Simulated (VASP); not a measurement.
## ZnCd2S: relaxation of cell and atoms with PBE

ZnCd2S:

```
CELL_PARAMETERS angstrom
3.73352 0.00000 0.00000
-1.86676 3.23332 0.00000
0.00000 0.00000 14.40607
ATOMIC_POSITIONS crystal
Zn 0.00000 0.00000 0.00000
Zn 0.00000 0.00000 0.50000
Cd 0.33333 0.66667 0.13312
Cd 0.66667 0.33333 0.63312
Cd 0.66667 0.33333 0.86688
Cd 0.33333 0.66667 0.36688
S 0.33333 0.66667 0.75000
S 0.66667 0.33333 0.25000
```

The cell was built from a structure type or drawn by symmetry, and may not be a known phase.

```yaml
Program: VASP 6.6.1
Task: relaxation of cell and atoms
Functional: PBE
Potentials_or_basis: VASP PAW PBE potentials, release 64 (Zn, Cd, S)
Cutoff: 600 eV
k_mesh: 12 × 12 × 4
Occupations: gaussian, width 0.1 eV
Spin: no spin polarisation
Dipole_correction: no
Further_INCAR_settings: ALGO = Fast; EDIFF = 1e-06; IBRION = 2; EDIFFG = -0.01; NSW = 100; ISIF = 3
```

| Property | Result |
| --- | --- |
| Relaxed volume | 21.98 Å³/atom |
| Relaxed cell | a = 3.750 Å, b = 3.750 Å, c = 14.441 Å, α = 90.00°, β = 90.00°, γ = 120.00° |
| Space group after relaxing (to 0.1 Å) | P6_3/mmc (No. 194) |
| Energy gained by relaxing | 0.4 meV/atom |
| Ionic steps | 6 |
| Pressure after relaxing | 0.0 GPa |
| Largest force after relaxing | 0.008 eV/Å |
| Band gap on the k mesh | zero (bands 42 and 43 overlap by 0.80 eV) |

Forces in eV/Å, atoms in the order of the input:
```
Zn   0.000  0.000  0.000
Zn   0.000  0.000  0.000
Cd   0.000  0.000 -0.008
Cd   0.000  0.000 -0.008
Cd   0.000  0.000  0.008
Cd   0.000  0.000  0.008
S    0.000  0.000  0.000
S    0.000  0.000  0.000
```

Step by step:
```tsv
step	energy change (eV)	largest force (eV/Å)	pressure (GPa)	volume (Å³)
1	0.0000	0.0143	0.47	173.91
2	-0.0026	0.0371	0.02	175.50
3	-0.0026	0.0385	-0.01	175.58
4	-0.0029	0.0223	-0.02	175.67
5	-0.0030	0.0128	-0.01	175.73
6	-0.0030	0.0083	-0.01	175.84
```

Final structure:
```
Zn Cd S
1.0
     3.74971    0.00000    0.00000
    -1.87485    3.24734    0.00000
     0.00000    0.00000   14.44089
Zn Cd S
2 4 2
Cartesian
  0.0000 0.0000 14.4409
  0.0000 0.0000 7.2204
  0.0000 2.1649 1.9289
  1.8749 1.0824 9.1493
  1.8749 1.0824 12.5120
  0.0000 2.1649 5.2916
  0.0000 2.1649 10.8307
  1.8749 1.0824 3.6102
```

Levels at points of the mesh, in eV from the Fermi level:
```tsv
k point	band 40	band 41	band 42	band 43	band 44	band 45
(0.00, 0.00, 0.00)	-0.90	-0.90	-0.10	1.43	3.43	5.32
(0.50, 0.00, 0.00)	-1.93	-1.79	-1.71	0.84	1.11	1.13
(0.00, 0.00, 0.50)	-0.90	-0.90	-0.90	2.55	2.55	5.84
(0.50, 0.00, 0.50)	-1.75	-1.43	-1.43	0.14	0.14	2.39
```

It took 34 min on 1 thread of Oxide Virtual Turin-like Processor, with other jobs on the host, peak memory 0.65 GiB.

Caveat: semilocal functionals underestimate gaps, so a narrow gap can read as zero.
